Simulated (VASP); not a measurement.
**Ru: single point with PBE**

Ru:

```
Ru
1.0
     3.05343    0.00000    0.00000
     0.00000    3.05343    0.00000
    -1.52671   -1.52671    4.58014
Ru
3
Direct
  0.00000 0.00000 0.00000
  0.33333 0.33333 0.66667
  0.66667 0.66667 0.33333
```

This isn't the form of Ru at room conditions, which is hcp.

```
Program             : VASP 6.6.1
Task                : single point
Functional          : PBE
Potentials or basis : VASP PAW PBE potentials, release 64 (Ru_pv)
Cutoff              : 520 eV
k mesh              : 16 × 16 × 16
Occupations         : gaussian, width 0.1 eV
Spin                : no spin polarisation
```

```
Pressure               : -0.2 GPa
Band gap on the k mesh : zero (bands 21 and 22 overlap by 1.58 eV)
```

Levels at points of the mesh, in eV from the Fermi level:
```csv
k point,band 17,band 18,band 19,band 20,band 21,band 22,band 23,band 24,band 25,band 26
"(0.00, 0.00, 0.00)",-2.73,-0.79,-0.79,-0.79,-0.79,-0.09,-0.09,0.41,0.41,4.15
"(0.50, 0.00, 0.00)",-3.03,-1.23,-1.23,-0.11,0.35,0.46,0.46,1.17,1.91,1.91
"(0.50, 0.50, 0.00)",-2.51,-0.11,0.28,0.28,0.35,0.41,0.41,1.17,2.34,7.67
"(0.00, 0.00, 0.50)",-2.56,-1.99,-1.99,-1.79,-1.79,0.67,0.67,1.75,1.75,1.75
```

Wall time 120 s on 1 thread of Intel(R) Xeon(R) 6975P-C (Granite Rapids), with other jobs on the host, peak memory 0.39 GiB.
